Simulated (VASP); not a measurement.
# AlSn (P-6m2) in VASP: further runs, part 2 of 2

VASP 6.6.1. The steps go on from the part before.

### 4 Elastic constants, PBEsol

The input, INCAR:

```
SYSTEM = AlSn
PREC = Accurate ; ENCUT = 600
EDIFF = 1E-8 ; ISMEAR = -1
SIGMA = 0.05 ; LREAL = .FALSE.
LASPH = .TRUE. ; NELM = 80
ALGO = Normal ; ISIF = 3
LWAVE = .FALSE. ; LCHARG = .TRUE.
GGA = PS ; NBANDS = 16
IBRION = 6 ; NFREE = 2
POTIM = 0.015 ; NSW = 1
```

The input, KPOINTS:

```
regular mesh
0
G
  5 5 6
  0 0 0
```

The input, POSCAR:

```
AlSn
1.0
    4.1981056157      0.0000000000      0.0000000000
   -2.0990528078      3.6356661109      0.0000000000
    0.0000000000      0.0000000000      3.3068470000
Sn Al
1 1
Direct
    0.3333333333      0.6666666667      0.5000000000
    0.0000000000      0.0000000000      0.0000000000
```

Potentials or basis: VASP PAW PBE potentials, release 64 (Sn_d, Al).

Run with:

```
$ cat potpaw_PBE.64/Sn_d/POTCAR potpaw_PBE.64/Al/POTCAR > POTCAR
$ mpirun -np 1 vasp_std > vasp.out
```

OUTCAR:

```text
SYSTEM = AlSn
   PREC = Accurate
   ENCUT = 600
   EDIFF = 1E-8
   ISMEAR = -1
   LREAL = .FALSE.
   LASPH = .TRUE.
   NELM = 80
   ISIF = 3
   GGA = PS
   IBRION = 6
   NFREE = 2
   POTIM = 0.015
   NSW = 1

 ion  position               nearest neighbor table
   1  0.333  0.667  0.500-   2 2.93   2 2.93   2 2.93   2 2.93   2 2.93   2 2.93
   2  0.000  0.000  0.000-   1 2.93   1 2.93   1 2.93   1 2.93   1 2.93   1 2.93

  LATTYP: Found a hexagonal cell.
 ALAT       =     4.1981056157
 C/A-ratio  =     0.7876998110

  Lattice vectors:

 A1 = (   4.1981056157,   0.0000000000,   0.0000000000)
 A2 = (  -2.0990528078,   3.6356661109,   0.0000000000)
 A3 = (   0.0000000000,   0.0000000000,   3.3068470000)

Analysis of symmetry for initial positions (statically):
=====================================================================
 Subroutine PRICEL returns:
 Original cell was already a primitive cell.

 Routine SETGRP: Setting up the symmetry group for a
 hexagonal supercell.

 Subroutine GETGRP returns: Found 12 space group operations
 (whereof 12 operations were pure point group operations)
 out of a pool of 24 trial point group operations.

The static configuration has the point symmetry D_3h.

Analysis of symmetry for dynamics (positions and initial velocities):
=====================================================================
 Subroutine PRICEL returns:
 Original cell was already a primitive cell.

 Routine SETGRP: Setting up the symmetry group for a
 hexagonal supercell.

 Subroutine GETGRP returns: Found 12 space group operations
 (whereof 12 operations were pure point group operations)
 out of a pool of 24 trial point group operations.

The dynamic configuration has the point symmetry D_3h.

 Subroutine INISYM returns: Found 12 space group operations
 (whereof 12 operations are pure point group operations),
 and found     1 'primitive' translations

----------------------------------------------------------------------------------------

                                     Primitive cell

  volume of cell :      50.4721

  direct lattice vectors                    reciprocal lattice vectors
     4.198105616  0.000000000  0.000000000     0.238202678  0.137526380  0.000000000
    -2.099052808  3.635666111  0.000000000     0.000000000  0.275052760  0.000000000
     0.000000000  0.000000000  3.306847000     0.000000000  0.000000000  0.302402863

  length of vectors
     4.198105616  4.198105616  3.306847000     0.275052760  0.275052760  0.302402863

[... 126 lines left out ...]
------------------------ aborting loop because EDIFF is reached ----------------------------------------

  FORCE on cell =-STRESS in cart. coord.  units (eV):
  Direction    XX          YY          ZZ          XY          YZ          ZX
  --------------------------------------------------------------------------------------
  -------------------------------------------------------------------------------------
  Total       -0.5474511     -0.5474511     -0.8186378     -0.0000000     -0.0000000      0.0000000
  in kB      -17.3781880    -17.3781880    -25.9866882     -0.0000000     -0.0000000      0.0000000
  external PRESSURE =     -20.2476880 kB  Pullay stress =       0.0000000 kB
[... 89 lines left out ...]
  FREE ENERGIE OF THE ION-ELECTRON SYSTEM (eV)
  ---------------------------------------------------
  free  energy   TOTEN  =        -7.8941444539 eV

  energy  without entropy=       -7.8866520266  energy(sigma->0) =       -7.89039824

[... ionic steps 4 to 18 ...]

--------------------------------------- Ionic step       19  -------------------------------------------

 number of electron      17.0000000 magnetization

------------------------ aborting loop because EDIFF is reached ----------------------------------------
[... 67 lines left out ...]
--------------------------------------- Ionic step       21  -------------------------------------------

 number of electron      17.0000000 magnetization

 Free energy of the ion-electron system (eV)
  ---------------------------------------------------
  ext. energy  EPLUGINS =         0.00000000
  ---------------------------------------------------
  free energy    TOTEN  =        -7.88833628 eV

  energy without entropy =       -7.87935414  energy(sigma->0) =       -7.88384521

 E-fermi :   6.3322     XC(G=0):  -9.6832

 val. band max:        6.2682712718   @ k =   0.2000   0.0000   0.5000
 cond. band min:       6.5039725666   @ k =   0.0000   0.0000   0.1667
 fundamental gap:      0.2357012949
 Fermi energy:         6.3322425141

 k-point     1 :       0.0000    0.0000    0.0000
  band No.  band energies     occupation
      1     -14.9762      2.00000
      2     -14.8404      2.00000
      3     -14.8404      2.00000
      4     -14.8367      2.00000
      5     -14.8367      2.00000
      6      -4.1519      2.00000
[... 474 lines left out ...]
  FREE ENERGIE OF THE ION-ELECTRON SYSTEM (eV)
  ---------------------------------------------------
  free  energy   TOTEN  =        -7.8883362774 eV

  energy  without entropy=       -7.8793541442  energy(sigma->0) =       -7.88384521

 INTERNAL STRAIN TENSORS FROM STRAINED CELLS
 ============================================

 INTERNAL STRAIN TENSOR FOR ION    1 for displacements in x,y,z  (eV/Angst):
          X           Y           Z          XY          YZ          ZX
  --------------------------------------------------------------------------------
  x     0.00000    -0.00000    -0.00000     3.83901    -0.00000    -0.00000
  y     4.03060    -3.98081    -0.00000    -0.00020    -0.00006    -0.00001
  z     0.00000     0.00000     0.00000     0.00000     0.00074     0.00000

 INTERNAL STRAIN TENSORS FROM DISPLACED ATOMS
 ============================================

 INTERNAL STRAIN TENSOR FOR ION    1 for displacements in x,y,z  (eV/Angst):
          X           Y           Z          XY          YZ          ZX
  --------------------------------------------------------------------------------
  x     0.00000    -0.00000     0.00000     3.75084     0.00000     0.00000
  y     3.75084    -3.75084     0.00000    -0.00000     0.00000     0.00000
  z     0.00000     0.00000     0.00000     0.00000     0.00000     0.00000

 INTERNAL STRAIN TENSOR FOR ION    2 for displacements in x,y,z  (eV/Angst):
          X           Y           Z          XY          YZ          ZX
  --------------------------------------------------------------------------------
  x    -0.00000     0.00000     0.00000    -3.76069     0.00000     0.00000
  y    -3.76069     3.76069     0.00000     0.00000     0.00000     0.00000
  z     0.00000     0.00000     0.00000     0.00000     0.00000     0.00000

 Eigenvectors and eigenvalues of the dynamical matrix
 ----------------------------------------------------

   1 f  =    6.322854 THz    39.727661 2PiTHz  210.907693 cm-1    26.149209 meV
             X         Y         Z           dx          dy          dz
     -0.000000  2.423777  1.653423     0.408117    0.136617   -0.000000
      0.000000  0.000000  0.000000    -0.855964   -0.286534    0.000000
[... 21 lines left out ...]
   6 f/i=    0.007322 THz     0.046004 2PiTHz    0.244230 cm-1     0.030281 meV
             X         Y         Z           dx          dy          dz
     -0.000000  2.423777  1.653423     0.000000    0.000000   -0.901703
      0.000000  0.000000  0.000000     0.000000    0.000000   -0.432356

--------------------------------------------------------------------------------------------------------

 ELASTIC MODULI CONTR FROM IONIC RELAXATION (kBar)
 Direction    XX          YY          ZZ          XY          YZ          ZX
 --------------------------------------------------------------------------------
 XX        -124.5061    124.5061     -0.0000     -0.0000      0.0000      0.0000
 YY         124.5061   -124.5061      0.0000     -0.0000      0.0000     -0.0000
 ZZ          -0.0000      0.0000     -0.0000     -0.0000      0.0000      0.0000
 XY          -0.0000     -0.0000     -0.0000   -124.5061      0.0000      0.0000
 YZ           0.0000      0.0000      0.0000      0.0000      0.0000      0.0000
 ZX           0.0000     -0.0000      0.0000      0.0000      0.0000     -0.0000
 --------------------------------------------------------------------------------

 TOTAL ELASTIC MODULI (kBar)
 Direction    XX          YY          ZZ          XY          YZ          ZX
 --------------------------------------------------------------------------------
 XX         602.5665    235.6831    512.7313      0.0000     -0.0000      0.0000
 YY         235.6831    602.5665    512.7313      0.0000      0.0000     -0.0000
 ZZ         512.7313    512.7313    698.7830      0.0000     -0.0000     -0.0000
 XY           0.0000      0.0000      0.0000    183.4417      0.0000     -0.0000
 YZ          -0.0000     -0.0000     -0.0000      0.0000    102.3383      0.0000
 ZX           0.0000     -0.0000     -0.0000      0.0000      0.0000    102.3382
 --------------------------------------------------------------------------------
```

OSZICAR:

```text
N       E                     dE             d eps       ncg     rms          rms(c)
DAV:   1     0.103558167586E+03    0.10356E+03   -0.83452E+03   640   0.135E+03
DAV:   2     0.609207552011E+00   -0.10295E+03   -0.98663E+02   704   0.352E+02
[... 232 lines left out ...]
DAV:   1    -0.788826497918E+01    0.71290E-04   -0.61522E-02   848   0.978E-01    0.578E-02
DAV:   2    -0.788834598287E+01   -0.81004E-04   -0.13077E-03  1008   0.189E-01    0.295E-02
DAV:   3    -0.788833469797E+01    0.11285E-04   -0.71696E-05   952   0.504E-02    0.118E-02
DAV:   4    -0.788833612193E+01   -0.14240E-05   -0.69808E-06   912   0.159E-02    0.640E-03
DAV:   5    -0.788833627780E+01   -0.15587E-06   -0.32385E-07  1104   0.443E-03    0.484E-04
DAV:   6    -0.788833627742E+01    0.38335E-09   -0.16404E-08   856   0.834E-04
  21 F= -.78883363E+01 E0= -.78838452E+01  d E =-.898213E-02
```

It took 20 min on 1 thread of AMD EPYC 7R13, shared host; peak memory 0.23 GiB.

Results:

| Item | Value |
| --- | --- |
| Voigt bulk modulus | 49 GPa |
| Highest phonon frequency at Γ, LO-TO splitting left out | 211 cm⁻¹ |

Phonon frequencies in cm⁻¹ (negative: imaginary):
| q point | frequencies |
| --- | --- |
| (0.000, 0.000, 0.000) | 0 0 0 109 211 211 |

Elastic tensor in Voigt notation (GPa, in the Cartesian axes of the cell as first typed):
```
60 24 51  0  0  0
24 60 51  0  0  0
51 51 70  0  0  0
 0  0  0 10  0  0
 0  0  0  0 10  0
 0  0  0  0  0 18
```

Clamped-ion elastic tensor (GPa):
```
73 11 51  0  0  0
11 73 51  0  0  0
51 51 70  0  0  0
 0  0  0 10  0  0
 0  0  0  0 10  0
 0  0  0  0  0 31
```

Caveat: the cell is under stress, which shifts elastic constants; the PAW data sets were made with another functional, which shifts forces and pressure a little; spin-orbit coupling is left out, which moves the levels of the heavy elements.

### 5 Elastic constants, PBEsol

The input, INCAR:

```
SYSTEM = AlSn
  ALGO = Normal
  EDIFF = 1E-8
  ENCUT = 600
  GGA = PS
  IBRION = 6
  ISIF = 3
  ISMEAR = -1
  LASPH = .TRUE.
  LCHARG = .TRUE.
  LREAL = .FALSE.
  LWAVE = .FALSE.
  NBANDS = 16
  NELM = 60
  NFREE = 2
  NSW = 1
  POTIM = 0.015
  PREC = Accurate
  SIGMA = 0.05
```

The input, KPOINTS:

```
k-points
0
G
  6 6 8
  0 0 0
```

POSCAR is that of step 4.

Run with:

```
$ cat potpaw_PBE.64/Sn_d/POTCAR potpaw_PBE.64/Al/POTCAR > POTCAR
$ mpirun -np 1 vasp_std > vasp.out
```

Run time: 6.1 min. Hardware: 1 thread of Intel Xeon 6975P-C (Granite Rapids), shared host; peak memory 0.34 GiB.

The run converged. Its results:

| Quantity | Value |
| --- | --- |
| Voigt bulk modulus | 50 GPa |
| Highest phonon frequency at Γ, LO-TO splitting left out | 208 cm⁻¹ |

Phonon frequencies in cm⁻¹ (negative: imaginary):
```
              q point        frequencies
(0.000, 0.000, 0.000)  0 0 0 155 208 208
```

Elastic tensor in Voigt notation (GPa, in the Cartesian axes of the cell as first typed):
```
 82  34  13   0   0   0
 34  82  13   0   0   0
 13  13 166   0   0   0
  0   0   0  31   0   0
  0   0   0   0  31   0
  0   0   0   0   0  24
```

Clamped-ion elastic tensor (GPa):
```
 94  22  13   0   0   0
 22  94  13   0   0   0
 13  13 166   0   0   0
  0   0   0  31   0   0
  0   0   0   0  31   0
  0   0   0   0   0  36
```

Caveat: the cell is under stress, which shifts elastic constants; the PAW data sets were made with another functional, which shifts forces and pressure a little; spin-orbit coupling is left out, which moves the levels of the heavy elements.
